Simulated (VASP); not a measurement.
RuSe: single point with LDA

The system is RuSe.

```
Ru Se
1.0
     0.00000    2.57041    2.57041
     2.57041    0.00000    2.57041
     2.57041    2.57041    0.00000
Ru Se
1 1
Direct
  0.50000 0.50000 0.50000
  0.00000 0.00000 0.00000
```

```
Program             : VASP 6.6.1
Task                : single point
Functional          : LDA
Potentials or basis : VASP PAW LDA potentials, release 64 (Ru_pv, Se)
Cutoff              : 520 eV
k mesh              : 12 × 12 × 12
Occupations         : gaussian, width 0.05 eV
Spin                : no spin polarisation
```

* Pressure: -9.3 GPa
* Band gap on the k mesh: zero (bands 10 and 11 overlap by 1.53 eV)

Levels at points of the mesh, in eV from the Fermi level:
```
           k point  band 7  band 8  band 9  band 10  band 11  band 12  band 13  band 14
(0.00, 0.00, 0.00)   -2.00   -1.93   -1.93    -1.36    -1.36    -1.36     3.54     9.62
(0.50, 0.00, 0.00)   -5.06   -0.63   -0.63     0.05     3.55     4.10     4.10     7.00
(0.50, 0.50, 0.00)   -3.11   -3.11   -1.30    -0.17    -0.17     0.57     2.77     9.18
```

Wall time 34 s on 1 thread of Intel(R) Xeon(R) Platinum 8259CL CPU @ 2.50GHz (Skylake/Cascade Lake), with other jobs on the host, peak memory 0.17 GiB.

Caveat: the cell stands under tension.
